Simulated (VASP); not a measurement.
A run of VASP 6.6.1:

INCAR

```
SYSTEM = ZrBF
PREC = Accurate ; ENCUT = 520
EDIFF = 1E-6 ; ISMEAR = 0
SIGMA = 0.1 ; LREAL = .False.
LASPH = .True. ; NELM = 100
ALGO = Normal ; ISIF = 2
LWAVE = .False. ; LCHARG = .False.
GGA = PE ; NBANDS = 31
```

Contents of KPOINTS:

```
regular mesh
0
Gamma
  12 12 6
  0 0 0
```

The input POSCAR:

```
ZrBF
1.0
    3.3890771564      0.0000000000      0.0000000000
    0.0000000000      3.3890771564      0.0000000000
    0.0000000000      0.0000000000      6.3312126189
Zr B F
2 2 2
Direct
    0.0000000000      0.5000000000      0.2626362652
    0.5000000000      0.0000000000      0.7373637348
    0.0000000000      0.5000000000      0.6295041820
    0.5000000000      0.0000000000      0.3704958180
    0.0000000000      0.0000000000      0.0000000000
    0.5000000000      0.5000000000      0.0000000000
```

Potentials or basis: VASP PAW PBE potentials, release 64 (Zr_sv, B, F).

Command:

```console
$ cat potpaw_PBE.64/Zr_sv/POTCAR potpaw_PBE.64/B/POTCAR potpaw_PBE.64/F/POTCAR > POTCAR
$ mpirun -np 1 vasp_std > vasp.out
```

Hardware: 1 thread of AMD EPYC 9R45 96-Core Processor (Zen 5) (shared host).

How long does it take, and how much memory?

It took 2.4 min on 1 thread of AMD EPYC 9R45 96-Core Processor (Zen 5) (shared host), peak memory 0.31 GiB. Counts: scf iterations 14, k points 112.
